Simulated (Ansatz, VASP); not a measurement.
# One calculation of NiO, two programs

Contents of INCAR:

```
SYSTEM = NiO
PREC     = Accurate       ! precision mode
ENCUT    = 700            ! plane-wave cutoff, eV
EDIFF    = 1E-6           ! SCF threshold, eV
ISMEAR   = -1             ! smearing method
SIGMA    = 0.03           ! smearing width, eV
LREAL    = .False.        ! projectors in reciprocal space
LASPH    = .True.         ! aspherical terms in the spheres
NELM     = 200            ! most SCF steps
ALGO     = Normal         ! electronic algorithm
ISIF     = 2              ! what is computed and relaxed
LWAVE    = .False.        ! write WAVECAR
LCHARG   = .True.         ! write CHGCAR
LMAXMIX  = 4              ! l up to which the mixer works
LDAU     = .True.         ! DFT+U
LDAUTYPE = 2            
LDAUL    = -1 2           ! shell
LDAUU    = 0 6.6          ! U, eV
LDAUJ    = 0 0          
LDAUPRINT= 1            
GGA      = PE             ! functional
LELF     = .True.         ! ELF
LVHAR    = .True.       
NBANDS   = 32             ! bands
GGA_COMPAT= .False.
```

The input KPOINTS:

```
Automatic mesh
0
Gamma
  8 8 8
  0 0 0
```

File POSCAR:

```
NiO
1.0
    4.1771000000      2.0885500000      2.0885500000
    2.0885500000      4.1771000000      2.0885500000
    2.0885500000      2.0885500000      4.1771000000
O Ni
2 2
Direct
    0.2500000000      0.2500000000      0.2500000000
    0.7500000000      0.7500000000      0.7500000000
    0.0000000000      0.0000000000      0.0000000000
    0.5000000000      0.5000000000      0.5000000000
```

Input for Ansatz:

```yaml
crystal:
  lattice:
    - [4.1771, 2.08855, 2.08855]
    - [2.08855, 4.1771, 2.08855]
    - [2.08855, 2.08855, 4.1771]
  atoms:
    - { symbol: O, position: [0.25, 0.25, 0.25] }
    - { symbol: O, position: [0.75, 0.75, 0.75] }
    - { symbol: Ni, position: [0.0, 0.0, 0.0] }
    - { symbol: Ni, position: [0.5, 0.5, 0.5] }
hamiltonian:
  xc: pbe
  pseudopotentials: { kind: paw }
  hubbard: { sites: [{ species: Ni, l: d, u_eff: 6.6 }] }
basis:
  ecutwfc: 420
kpoints:
  mp_grid: { grid: [8, 8, 8] }
scf:
  occupations: { method: fermi_dirac, width: 0.03 }
  lower_state_search: "off"
output:
  forces: true
  stress: true
```

Alike in both runs: task single point; functional PBE; k mesh 8 × 8 × 8; occupations fermi-dirac, width 0.03 eV; no spin polarisation; Hubbard terms Ni d U = 6.6 eV.

|  | VASP | Ansatz |
| --- | --- | --- |
| version | VASP 6.6.1 | Ansatz 0.2.0 |
| potentials or method | VASP PAW PBE potentials, release 64 (O, Ni_sv_GW), cutoff 700 eV | PAW, plane waves, scalar-relativistic |
| valence electrons in the cell | 48 | 48 |

VASP gave:

```
pressure (GPa) : -4.1
```

Question: Which values does Ansatz return?

Answer: Pressure (GPa): -1.4.

The programs project onto different local orbitals, so the same U acts differently, and such runs can settle in different states. Ansatz's warnings: filled band counts differ across k points.
